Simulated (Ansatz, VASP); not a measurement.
**One calculation of Au, two programs**

```
Au
1.0
     2.77946    0.00000    0.00000
     0.00000    4.98654    0.00000
     0.00000    0.00000    4.74537
Au
4
Direct
  0.00000 0.33709 0.75000
  0.50000 0.16291 0.25000
  0.50000 0.83709 0.75000
  0.00000 0.66291 0.25000
```

Change from the starting cell: equal strain along all axes, cell held, atoms relaxed: -3.0 %.

Alike in both runs: functional PBE; k mesh 14 × 8 × 10; occupations gaussian, width 0.1 eV; no spin polarisation.

Ansatz relaxed the structure, and its values are those at the end. VASP's run is a single point on that final structure, the one shown.

```csv
,VASP,Ansatz
version,VASP 6.6.1,Ansatz 0.2.0
potentials or method,"VASP PAW PBE potentials, release 64 (Au), cutoff 520 eV","scalar-relativistic, plane waves, PAW"
valence electrons in the cell,44,76
```

Ansatz gave:

| Property | Result |
| --- | --- |
| gap on the k mesh at the Fermi level (eV) | none |
| pressure (GPa) | 16.4 |
| rms of the force components (eV/Å) | 0.003 |

**Question.** Which values does VASP return?

**Answer.** gap on the k mesh at the Fermi level (eV): none; pressure (GPa): 16.0; rms of the force components (eV/Å): 0.003.

A gap of «none» marks a metal or a gap that the smearing closes. VASP's potentials hold 44 valence electrons a cell and Ansatz's 76, so a difference there can come from the potentials and not from the codes. Ansatz's warnings: stress scf threshold loose.

Neither program's run includes spin-orbit coupling.
